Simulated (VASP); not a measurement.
# Ag (Fm-3m) in VASP: a series of runs

The runs below take Ag through single point, relaxation of cell and atoms, with PBEsol.

All numbers are computed with VASP 6.6.1; they aren't measurements. Logs are shortened: lines on timing, memory, paths and dates and some standing lists are left out, and cuts for length are marked.

### Step 1. The cell of the first run

It takes space group Fm-3m (No. 225, cubic). The conventional cell has a = 4.050 Å, b = 4.050 Å, c = 4.050 Å, α = 90.00°, β = 90.00°, γ = 90.00°. Within 3.8 Å of Ag (site symmetry m-3m) lie 12 Ag at 2.86 Å.

### Step 2. Single point, PBEsol

INCAR reads:

```
SYSTEM = Ag
PREC     = Accurate       ! precision mode
ENCUT    = 520            ! plane-wave cutoff, eV
EDIFF    = 1E-6           ! SCF threshold, eV
ISMEAR   = -1             ! smearing method
SIGMA    = 0.1            ! smearing width, eV
LREAL    = .FALSE.        ! projectors in reciprocal space
LASPH    = .TRUE.         ! aspherical terms in the spheres
NELM     = 100            ! most SCF steps
ALGO     = Normal         ! electronic algorithm
ISIF     = 2              ! what is computed and relaxed
LWAVE    = .FALSE.        ! write WAVECAR
LCHARG   = .FALSE.        ! write CHGCAR
GGA      = PS             ! functional
NBANDS   = 12             ! bands
```

KPOINTS reads:

```
Automatic mesh
0
G
  7 7 7
  0 0 0
```

POSCAR reads:

```
Ag
1.0
    0.0000000000      2.0249438826      2.0249438826
    2.0249438826      0.0000000000      2.0249438826
    2.0249438826      2.0249438826      0.0000000000
Ag
1
Direct
    0.0000000000      0.0000000000      0.0000000000
```

Potentials or basis: VASP PAW PBE potentials, release 64 (Ag).

Command:

```bash
cat potpaw_PBE.64/Ag/POTCAR > POTCAR
mpirun -np 1 vasp_std > vasp.out
```

OUTCAR:

```text
SYSTEM = Ag
   PREC = Accurate
   ENCUT = 520
   EDIFF = 1E-6
   ISMEAR = -1
   LREAL = .FALSE.
   LASPH = .TRUE.
   NELM = 100
   ISIF = 2
   GGA = PS

 ion  position               nearest neighbor table
   1  0.000  0.000  0.000-

  LATTYP: Found a face centered cubic cell.
 ALAT       =     4.0498877652

  Lattice vectors:

 A1 = (   0.0000000000,   2.0249438826,   2.0249438826)
 A2 = (   2.0249438826,   0.0000000000,   2.0249438826)
 A3 = (   2.0249438826,   2.0249438826,   0.0000000000)

Analysis of symmetry for initial positions (statically):
=====================================================================
 Subroutine PRICEL returns:
 Original cell was already a primitive cell.

 Routine SETGRP: Setting up the symmetry group for a
 face centered cubic supercell.

 Subroutine GETGRP returns: Found 48 space group operations
 (whereof 48 operations were pure point group operations)
 out of a pool of 48 trial point group operations.

The static configuration has the point symmetry O_h .

Analysis of symmetry for dynamics (positions and initial velocities):
=====================================================================
 Subroutine PRICEL returns:
 Original cell was already a primitive cell.

 Routine SETGRP: Setting up the symmetry group for a
 face centered cubic supercell.

 Subroutine GETGRP returns: Found 48 space group operations
 (whereof 48 operations were pure point group operations)
 out of a pool of 48 trial point group operations.

The dynamic configuration has the point symmetry O_h .

 Subroutine INISYM returns: Found 48 space group operations
 (whereof 48 operations are pure point group operations),
 and found     1 'primitive' translations

----------------------------------------------------------------------------------------

                                     Primitive cell

  volume of cell :      16.6062

  direct lattice vectors                    reciprocal lattice vectors
     0.000000000  2.024943883  2.024943883    -0.246920423  0.246920423  0.246920423
     2.024943883  0.000000000  2.024943883     0.246920423 -0.246920423  0.246920423
     2.024943883  2.024943883  0.000000000     0.246920423  0.246920423 -0.246920423

  length of vectors
     2.863703102  2.863703102  2.863703102     0.427678718  0.427678718  0.427678718

  position of ions in fractional coordinates (direct lattice)
     0.000000000  0.000000000  0.000000000

  ion indices of the primitive-cell ions
   primitive index   ion index
                 1           1

----------------------------------------------------------------------------------------

 KPOINTS: Automatic mesh

Automatic generation of k-mesh.
 Grid dimensions read from file:
 generate k-points for:    7    7    7

 Generating k-lattice:

  Cartesian coordinates                     Fractional coordinates (reciprocal lattice)
    -0.035274346  0.035274346  0.035274346     0.142857143  0.000000000  0.000000000
     0.035274346 -0.035274346  0.035274346     0.000000000  0.142857143  0.000000000
     0.035274346  0.035274346 -0.035274346     0.000000000  0.000000000  0.142857143

  Length of vectors
     0.061096960  0.061096960  0.061096960

  Shift w.r.t. Gamma in fractional coordinates (k-lattice)
     0.000000000  0.000000000  0.000000000

 Subroutine IBZKPT returns following result:
 ===========================================

 Found     20 irreducible k-points:

 Following reciprocal coordinates:
            Coordinates               Weight
  0.000000  0.000000  0.000000      1.000000
  0.142857  0.000000  0.000000      8.000000
  0.285714  0.000000  0.000000      8.000000
  0.428571  0.000000  0.000000      8.000000
  0.142857  0.142857  0.000000      6.000000
  0.285714  0.142857  0.000000     24.000000
[... 12 lines left out ...]
 -0.428571  0.428571  0.142857     24.000000
 -0.285714  0.428571  0.142857     24.000000
   k-points           NKPTS =     20   k-points in BZ     NKDIM =     20   number of bands    NBANDS=     12
   number of dos      NEDOS =    301   number of ions     NIONS =      1
   total plane-waves  NPLWV =  13824
   dimension x,y,z NGX =    24 NGY =   24 NGZ =   24
   dimension x,y,z NGXF=    48 NGYF=   48 NGZF=   48
   ions per type =               1
   NGX,Y,Z   is equivalent  to a cutoff of  13.93, 13.93, 13.93 a.u.
   NGXF,Y,Z  is equivalent  to a cutoff of  27.87, 27.87, 27.87 a.u.
 SYSTEM =  Ag
   PREC   = accura    normal or accurate (medium, high low for compatibility)
   ISTART =      0    job   : 0-new  1-cont  2-samecut
   ICHARG =      2    charge: 1-file 2-atom 10-const
   ISPIN  =      1    spin polarized calculation?
   LNONCOLLINEAR =      F non collinear calculations
   LSORBIT =      F    spin-orbit coupling
   LASPH  =      T    aspherical Exc in radial PAW
   ENCUT  =  520.0 eV  38.22 Ry    6.18 a.u.   5.32  5.32  5.32*2*pi/ulx,y,z
   NELM   =    100;   NELMIN=  2; NELMDL= -5     # of ELM steps
   EDIFF  = 0.1E-05   stopping-criterion for ELM
   LREAL  =      F    real-space projection
   EDIFFG = 0.1E-04   stopping-criterion for IOM
   NSW    =      0    number of steps for IOM
   IBRION =     -1    ionic relax: 0-MD 1-quasi-New 2-CG
   NFREE  =      0    steps in history (QN), initial steepest desc. (CG)
   ISIF   =      2    stress and relaxation
   ISYM   =      2    0-nonsym 1-usesym 2-fastsym
   POTIM  = 0.5000    time-step for ionic-motion
   TEBEG  =    0.0;   TEEND  =   0.0 temperature during run
   PSTRESS=    0.0 pullay stress
   NELECT =      11.0000    total number of electrons
   NUPDOWN=      -1.0000    fix difference up-down
   EMIN   =  10.00;   EMAX   =-10.00  energy-range for DOS
   EFERMI =   0.00;   METHOD = LEGACY
   ISMEAR =    -1;   SIGMA  =   0.10  broadening in eV -4-tet -1-fermi 0-gaus
   EFERMI_NEDOS =   21; number of points for ismear=-14 and -15
   IALGO  =     38    algorithm
   IMIX   =      4    mixing-type and parameters
     AMIX     =   0.40;   BMIX     =  1.00
     AMIX_MAG =   1.60;   BMIX_MAG =  1.00
  volume/ion in A,a.u.               =      16.61       112.06
  Fermi-wavevector in a.u.,A,eV,Ry     =   1.427084  2.696797 27.709183  2.036567
  Thomas-Fermi vector in A             =   2.547291
   LORBIT       =      0    0 simple, 1 ext, 2 COOP (PROOUT), +10 PAW based schemes
   GGA     = PS    functional components
   LHFCALC =     F    Hartree Fock is set to
   AEXX    =    0.0000 exact exchange contribution
   IVDW    =     0    specifies the selected vdW correction
   LEPSILON=     F    determine dielectric tensor
   LRPA    =     F    only Hartree local field effects (RPA)
 non-spin polarized calculation
  energy-cutoff  :      520.00
  volume of cell :       16.61
 maximum number of plane-waves:       459
 NGX is ok and might be reduce to    24
   NGX = 11   NGY = 11   NGZ = 11

 number of electron      11.0000001 magnetization

 Free energy of the ion-electron system (eV)
  ---------------------------------------------------
  ext. energy  EPLUGINS =         0.00000000
  ---------------------------------------------------
  free energy    TOTEN  =        -3.36294442 eV

  energy without entropy =       -3.36005374  energy(sigma->0) =       -3.36149908

 E-fermi :   8.8958     XC(G=0): -12.5693

 val. band max:        7.9285271829   @ k =   0.4286   0.2857   0.0000
 cond. band min:       8.9392101654   @ k =   0.4286   0.4286   0.0000
 fundamental gap:      1.0106829826
 Fermi energy:         8.8957887016

 k-point     1 :       0.0000    0.0000    0.0000
  band No.  band energies     occupation
      1       0.5764      2.00000
      2       3.7380      2.00000
      3       3.7380      2.00000
      4       3.7380      2.00000
      5       4.8338      2.00000
      6       4.8338      2.00000
      7      24.6460      0.00000
      8      28.3723      0.00000
      9      28.3723      0.00000
     10      28.3723      0.00000
     11      33.2599      0.00000
     12      34.5638      0.00000

 k-point     2 :       0.1429    0.0000    0.0000
  band No.  band energies     occupation
      1       1.1947      2.00000
      2       3.6272      2.00000
      3       3.8897      2.00000
      4       3.8897      2.00000
      5       4.7955      2.00000
      6       4.7955      2.00000
      7      23.8344      0.00000
      8      25.6788      0.00000
      9      28.6266      0.00000
     10      28.6266      0.00000
     11      32.0792      0.00000
     12      33.5814      0.00000

 k-point     3 :       0.2857    0.0000    0.0000
  band No.  band energies     occupation
      1       2.1295      2.00000
      2       3.9166      2.00000
      3       3.9166      2.00000
      4       4.3552      2.00000
      5       5.0868      2.00000
      6       5.0868      2.00000
      7      18.5222      0.00000
      8      25.0195      0.00000
      9      28.2909      0.00000
     10      28.2909      0.00000
     11      31.8997      0.00000
     12      31.8997      0.00000

 k-point     4 :       0.4286    0.0000    0.0000
  band No.  band energies     occupation
      1       2.0763      2.00000
      2       3.7440      2.00000
      3       3.7440      2.00000
      4       5.5877      2.00000
      5       5.5877      2.00000
      6       7.1627      2.00000
      7      13.5113      0.00000
      8      24.0319      0.00000
      9      26.9272      0.00000
     10      26.9272      0.00000
     11      31.7789      0.00000
     12      31.7789      0.00000

 k-point     5 :       0.1429    0.1429    0.0000
  band No.  band energies     occupation
      1       1.4039      2.00000
      2       3.4076      2.00000
      3       4.0568      2.00000
      4       4.0568      2.00000
      5       4.5390      2.00000
      6       4.9783      2.00000
      7      24.9958      0.00000
      8      26.3198      0.00000
      9      26.4296      0.00000
     10      26.4296      0.00000
     11      32.4129      0.00000
     12      34.1825      0.00000
[... 168 lines left out ...]
      1       2.9954      2.00000
      2       3.0207      2.00000
      3       3.7303      2.00000
      4       4.8862      2.00000
      5       4.9557      2.00000
      6       6.9836      2.00000
      7      19.5554      0.00000
      8      19.8445      0.00000
      9      23.6201      0.00000
     10      28.6193      0.00000
     11      29.9239      0.00000
     12      33.8383      0.00000

 k-point    18 :      -0.4286    0.2857    0.1429
  band No.  band energies     occupation
      1       2.8831      2.00000
      2       3.2201      2.00000
      3       3.8314      2.00000
      4       4.6159      2.00000
      5       5.5132      2.00000
      6      10.0225      0.00003
      7      14.5426      0.00000
      8      19.7969      0.00000
      9      21.2990      0.00000
     10      28.0357      0.00000
     11      31.7442      0.00000
     12      36.1655      0.00000

 k-point    19 :      -0.4286    0.4286    0.1429
  band No.  band energies     occupation
      1       2.5227      2.00000
      2       2.6343      2.00000
      3       4.4528      2.00000
      4       5.2541      2.00000
      5       5.7418      2.00000
      6      10.6579      0.00000
      7      17.1200      0.00000
      8      17.6102      0.00000
      9      18.1705      0.00000
     10      28.3584      0.00000
     11      29.7594      0.00000
     12      35.2753      0.00000

 k-point    20 :      -0.2857    0.4286    0.1429
  band No.  band energies     occupation
      1       2.7793      2.00000
      2       3.1633      2.00000
      3       3.7955      2.00000
      4       4.8584      2.00000
      5       5.7351      2.00000
      6      13.4533      0.00000
      7      14.0986      0.00000
      8      16.1018      0.00000
      9      19.1031      0.00000
     10      28.8864      0.00000
     11      32.9747      0.00000
     12      34.5433      0.00000

------------------------ aborting loop because EDIFF is reached ----------------------------------------

  FORCE on cell =-STRESS in cart. coord.  units (eV):
  Direction    XX          YY          ZZ          XY          YZ          ZX
  --------------------------------------------------------------------------------------
  -------------------------------------------------------------------------------------
  Total       -0.0250764     -0.0250764     -0.0250764      0.0000000      0.0000000      0.0000000
  in kB       -2.4193906     -2.4193906     -2.4193906      0.0000000      0.0000000      0.0000000
  external PRESSURE =      -2.4193906 kB  Pullay stress =       0.0000000 kB

 VOLUME and BASIS-vectors are now :
 -----------------------------------------------------------------------------
  energy-cutoff  :      520.00
  volume of cell :       16.61
      direct lattice vectors                 reciprocal lattice vectors
     0.000000000  2.024943883  2.024943883    -0.246920423  0.246920423  0.246920423
     2.024943883  0.000000000  2.024943883     0.246920423 -0.246920423  0.246920423
     2.024943883  2.024943883  0.000000000     0.246920423  0.246920423 -0.246920423

 POSITION                                       TOTAL-FORCE (eV/Angst)
 -----------------------------------------------------------------------------------
      0.00000      0.00000      0.00000        -0.000000     -0.000000     -0.000000
 -----------------------------------------------------------------------------------
    total drift:                               -0.000000      0.000000     -0.000000

  FREE ENERGIE OF THE ION-ELECTRON SYSTEM (eV)
  ---------------------------------------------------
  free  energy   TOTEN  =        -3.3629444217 eV

  energy  without entropy=       -3.3600537445  energy(sigma->0) =       -3.36149908
```

Wall time 5.1 s (1 thread of Intel Xeon 8259CL, shared host); peak memory 0.13 GiB.

Results:

| Quantity | Value |
| --- | --- |
| Free energy | -3.3629 eV |
| Pressure | -0.2 GPa |

Caveat: the k points lie up to 0.38 Å⁻¹ apart; the PAW data sets were made with another functional, which shifts forces and pressure a little.

(Part 1 of 2 ends here.)
